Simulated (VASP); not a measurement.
**C: relaxation of the atoms with PBEsol**

The system is C.

```xyz
2
Lattice="-0.0190 1.7756 1.7756 1.7756 -0.0190 1.7756 1.7756 1.7756 -0.0190" Properties=species:S:1:pos:R:3 pbc="T T T"
C     0.0000    0.0000    0.0000
C     0.8831    0.8831    0.8831
```

This cell differs from its parent crystal: strained cell.

| Quantity | Value |
| --- | --- |
| Program | VASP 6.6.1 |
| Task | relaxation of the atoms |
| Functional | PBEsol |
| Potentials or basis | VASP PAW PBE potentials, release 64 (C) |
| Cutoff | 520 eV |
| k mesh | 9 × 9 × 9 |
| Occupations | gaussian, width 0.02 eV |
| Spin | no spin polarisation |
| Dipole correction | no |
| Further INCAR settings | ALGO = Normal; EDIFF = 1e-07; IBRION = 2; EDIFFG = -0.002; NSW = 60 |

The energy gained by relaxing is 0.0 meV/atom. The ionic steps are 3. The pressure after relaxing is -4.9 GPa and the band gap on the k mesh is 3.99 eV (least direct gap 5.35 eV).

Stress tensor (GPa, compression positive):
```
-4.88  5.98  5.98
 5.98 -4.88  5.98
 5.98  5.98 -4.88
```

Final structure:
```xyz
2
Lattice="-0.0190 1.7756 1.7756 1.7756 -0.0190 1.7756 1.7756 1.7756 -0.0190" Properties=species:S:1:pos:R:3 pbc="T T T"
C     3.5318    3.5318    3.5318
C     0.8837    0.8837    0.8837
```

Levels at points of the mesh, in eV from the valence-band top:
```
           k point  band 1  band 2  band 3  band 4  band 5  band 6  band 7  band 8
(0.00, 0.00, 0.00)  -21.52   -0.05   -0.05    0.00    5.35    5.35    5.78   13.30
```

Run time: 9.3 s on 1 thread of Intel(R) Xeon(R) Platinum 8375C CPU @ 2.90GHz (Ice Lake), with other jobs on the host, peak memory 0.12 GiB.

Caveat: the cell differs from its parent crystal (strained cell); the PAW data sets were made with another functional, which shifts forces and pressure a little; an odd mesh through Γ misses points on the zone boundary, where band edges can lie.
